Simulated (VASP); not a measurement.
Input of a VASP 6.6.1 run:

INCAR

```
PREC     = Accurate       # precision mode
ENCUT    = 520            # plane-wave cutoff, eV
EDIFF    = 1E-7           # SCF threshold, eV
ISMEAR   = 0              # smearing method
SIGMA    = 0.05           # smearing width, eV
LREAL    = F              # projectors in reciprocal space
LASPH    = T              # aspherical terms in the spheres
NELM     = 150            # most SCF steps
ALGO     = Normal         # electronic algorithm
ISIF     = 2              # what is computed and relaxed
LWAVE    = F              # write WAVECAR
LCHARG   = T              # write CHGCAR
ISPIN    = 2              # spin polarisation
MAGMOM   = 0 0 0 0 0 0 0 0 2 # initial moments
LORBIT   = 11             # projections on sites
LDIPOL   = T            
IDIPOL   = 3            
DIPOL    = 0.5 0.5 0.372
GGA      = RP             # functional
LELF     = T              # ELF
LVHAR    = T            
LVACPOTAV= T            
NBANDS   = 32             # bands
```

Contents of KPOINTS:

```
Automatic mesh
0
Gamma
  9 9 1
```

POSCAR

```
Si5C4
1.0
    3.0920147376      0.0000000000      0.0000000000
   -1.5460073688      2.6777633116      0.0000000000
    0.0000000000      0.0000000000     23.7337369325
C Si
4 5
Direct
    0.3333333333      0.6666666666      0.1685364598
    0.6666666667      0.3333333333      0.2754269373
    0.3333333333      0.6666666666      0.3835939576
    0.6666666667      0.3333333333      0.4915758428
    0.6666666667      0.3333333333      0.1950726408
    0.3333333333      0.6666666666      0.3019631184
    0.6666666667      0.3333333333      0.4085742396
    0.3333333333      0.6666666666      0.5154576781
    0.3333333333      1.1666666666      0.6112232641
```

Potentials or basis: VASP PAW PBE potentials, release 64 (C, Si).

Run with:

```sh
$ cat potpaw_PBE.64/C/POTCAR potpaw_PBE.64/Si/POTCAR > POTCAR
$ mpirun -np 1 vasp_std > vasp.out
```

Predict the band gap on the k mesh.

zero (filled and empty bands overlap).

Predict the largest force.

2.770 eV/Å.

Estimate the net moment.

0.00 μB per cell.

Forces in eV/Å, atoms in the order of the input:
```
C    0.003  0.002  2.222
C   -0.012 -0.007  0.954
C    0.022  0.013 -0.255
C    0.192  0.111 -1.420
Si   0.010  0.006 -2.770
Si   0.010  0.006 -0.433
Si   0.026  0.015  0.364
Si  -0.159 -0.092  1.290
Si  -0.093 -0.053  0.048
```

Caveat: the PAW data sets were made with another functional, which shifts forces and pressure a little.
